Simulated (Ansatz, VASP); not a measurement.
## AlRu in VASP and in Ansatz

```
Ru Al
1.0
     0.00000    0.00000    2.98202
     2.98202   -2.98202    0.00000
     2.98202    2.98202    0.00000
Ru Al
2 2
Direct
  0.00000 0.00000 0.00000
  0.00000 0.50000 0.50000
  0.50000 0.50000 0.00000
  0.50000 0.00000 0.50000
```

Alike in both runs: task single point; functional r2SCAN; k mesh 14 × 10 × 10; occupations fermi-dirac, width 0.05 eV; no spin polarisation.

|  | VASP | Ansatz |
| --- | --- | --- |
| version | VASP 6.6.1 | Ansatz 0.2.0 |
| potentials or method | VASP PAW PBE potentials, release 64 (Ru_pv, Al) | PAW with Ansatz's default frozen-core files, scalar-relativistic |
| plane-wave cutoff (eV) | 520 | 500 |
| valence electrons in the cell | 34 | 38 |

Ansatz gave:

- pressure (GPa): 0.1

Question: Estimate VASP's values.

Answer: Pressure (GPa): 0.2.

VASP's potentials were made for PBE, not for r2SCAN. VASP's potentials hold 34 valence electrons a cell and Ansatz's 38, so a difference there can come from the potentials and not from the codes.
